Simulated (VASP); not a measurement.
Set up this calculation in VASP 6.6.1, as the native input.

- Task: single point
- Functional: r2SCAN
- Potentials or basis: VASP PAW PBE potentials, release 64 (Si, O)
- Cutoff: 520 eV
- k mesh: 10 × 10 × 10
- Occupations: gaussian, width 0.01 eV
- Spin: no spin polarisation
- Dipole correction: no
- Further INCAR settings: ALGO = Normal; EDIFF = 1e-06; NBANDS = 15

SiO2:

```xyz
3
Lattice="0.0000 2.2642 2.2642 2.2642 0.0000 2.2642 2.2642 2.2642 0.0000" Properties=species:S:1:pos:R:3 pbc="T T T"
Si    0.0000    0.0000    0.0000
O     1.1321    1.1321    1.1321
O     3.3963    3.3963    3.3963
```

These files were run (other wordings do the same):

POSCAR

```
SiO2
1.0
    0.0000000000      2.2641691178      2.2641691178
    2.2641691178      0.0000000000      2.2641691178
    2.2641691178      2.2641691178      0.0000000000
Si O
1 2
Direct
    0.0000000000      0.0000000000      0.0000000000
    0.2500000000      0.2500000000      0.2500000000
    0.7500000000      0.7500000000      0.7500000000
```

INCAR.step1

```
SYSTEM = SiO2
PREC = Accurate ; ENCUT = 520
ISMEAR = 0 ; SIGMA = 0.01
LREAL = .FALSE. ; LASPH = .TRUE.
NELM = 80 ; NBANDS = 15
GGA = PE ; ALGO = Normal
EDIFF = 1E-4 ; LWAVE = .TRUE.
LCHARG = .FALSE.
```

INCAR.step2

```
SYSTEM = SiO2
PREC = Accurate ; ENCUT = 520
EDIFF = 1E-6 ; ISMEAR = 0
SIGMA = 0.01 ; LREAL = .FALSE.
LASPH = .TRUE. ; NELM = 80
ALGO = Normal ; ISIF = 2
LWAVE = .FALSE. ; LCHARG = .TRUE.
METAGGA = R2SCAN ; LMIXTAU = .TRUE.
LELF = .TRUE. ; LVHAR = .TRUE.
NBANDS = 15 ; ISTART = 1
```

KPOINTS

```
Automatic mesh
0
G
  10 10 10
  0 0 0
```

Potentials or basis: VASP PAW PBE potentials, release 64 (Si, O).

Run with:

```sh
$ cat potpaw_PBE.64/Si/POTCAR potpaw_PBE.64/O/POTCAR > POTCAR
$ cp INCAR.step1 INCAR
$ mpirun -np 1 vasp_std > vasp.out
$ cp INCAR.step2 INCAR
$ mpirun -np 1 vasp_std > vasp.out
```

It gave:

```yaml
Pressure: 0.6 GPa
Band_gap_on_the_k_mesh: 2.68 eV, direct
```

Caveat: the PAW data sets were made with another functional, which shifts forces and pressure a little.

Wall time 29 s on 1 thread of Intel Xeon 6975P-C, on a shared host, peak memory 0.14 GiB.
